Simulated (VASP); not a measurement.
Write the native input for VASP 6.6.1 that does the following.

| Property | Result |
| --- | --- |
| Task | single point |
| Functional | PBE |
| Potentials or basis | VASP PAW PBE potentials, release 64 (Be, Cd, O) |
| Cutoff | 520 eV |
| k mesh | 4 × 4 × 4 |
| Occupations | gaussian, width 0.1 eV |
| Spin | no spin polarisation |
| Dipole correction | no |
| Further INCAR settings | ALGO = Normal; EDIFF = 1e-06; NBANDS = 46 |

The structure of Be2CdO3 lies in POSCAR:

```
Be2CdO3
1.0
    0.0000000000      0.0000000000     -4.7271711117
    0.0000000000      5.1898412540      0.0000000000
    4.5469145123     -2.5949206270      0.0000000000
Be Cd O
4 2 6
Direct
    0.5035721394      0.1655757361      0.6403277177
    0.0035721394      0.4747519816      0.6403277177
    0.0035721394      0.8344242639      0.3596722823
    0.5035721394      0.5252480184      0.3596722823
    0.4870447464      0.8111950360      1.0000000000
    0.9870447464      0.1888049640      1.0000000000
    0.3525851844      0.4191277310      0.5783309983
    0.3525851844      0.8407967327      0.4216690017
    0.4603406057      0.2530869350      1.0000000000
    0.8525851844      0.1592032673      0.5783309983
    0.8525851844      0.5808722690      0.4216690017
    0.9603406057      0.7469130650      1.0000000000
```

The input as run:

INCAR

```
  PREC = Accurate
  ENCUT = 520
  EDIFF = 1E-6
  ISMEAR = 0
  SIGMA = 0.1
  LREAL = False
  LASPH = True
  NELM = 80
  ALGO = Normal
  ISIF = 2
  LWAVE = False
  LCHARG = False
  GGA = PE
  NBANDS = 46
```

KPOINTS

```
regular mesh
0
Gamma
  4 4 4
```

Potentials or basis: VASP PAW PBE potentials, release 64 (Be, Cd, O).

Launch:

```sh
$ cat potpaw_PBE.64/Be/POTCAR potpaw_PBE.64/Cd/POTCAR potpaw_PBE.64/O/POTCAR > POTCAR
$ mpirun -np 1 vasp_std > vasp.out
```

Results of the run:

* Pressure: 0.9 GPa
* Largest force: 0.072 eV/Å
* Band gap on the k mesh: 1.99 eV (least direct gap 2.45 eV)

Wall time 83 s on 1 thread of Intel(R) Xeon(R) Platinum 8488C (Sapphire Rapids), on a shared host, peak memory 0.27 GiB.
